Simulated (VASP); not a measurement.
Crystal: Y.

```
Y
1.0
     3.64740    0.00000    0.00000
    -1.82370    3.15874    0.00000
     0.00000    0.00000    5.73060
Y
2
Direct
  0.33333 0.66667 0.25000
  0.66667 0.33333 0.75000
```

```yaml
Program: VASP 6.6.1
Task: relaxation of cell and atoms
Functional: PBEsol
Potentials_or_basis: VASP PAW PBE potentials, release 64 (Y_sv)
Cutoff: 500 eV
k_mesh: 6 × 6 × 3
Occupations: methfessel-paxton, width 0.05 eV
Spin: no spin polarisation
```

At the start: pressure -2.6 GPa; volume 33.01 Å³/atom.

Task: Where does the relaxation end?

Result: Over 4 steps the energy falls by 18.8 meV/atom and the volume is 30.87 Å³/atom (-6.5 %); space group P6_3/mmc (No. 194, to 0.05 Å).

Step by step:
| step | energy change (eV) | largest force (eV/Å) | pressure (GPa) | volume (Å³) |
| --- | --- | --- | --- | --- |
| 1 | 0.0000 | 0.0000 | -2.62 | 66.02 |
| 2 | -0.0366 | 0.0000 | 0.46 | 61.01 |
| 3 | -0.0376 | 0.0000 | 0.03 | 61.66 |
| 4 | -0.0376 | 0.0000 | -0.02 | 61.75 |

Final structure:
```yaml
crystal:
  lattice:
    - [3.57278, 0.00000, 0.00000]
    - [-1.78639, 3.09412, 0.00000]
    - [0.00000, 0.00000, 5.58586]
  atoms:
    - { symbol: Y, position: [0.33333, 0.66667, 0.25000] }
    - { symbol: Y, position: [0.66667, 0.33333, 0.75000] }
```

Caveat: the k points lie up to 0.37 Å⁻¹ apart in the final cell; the PAW data sets were made with another functional, which shifts forces and pressure a little.
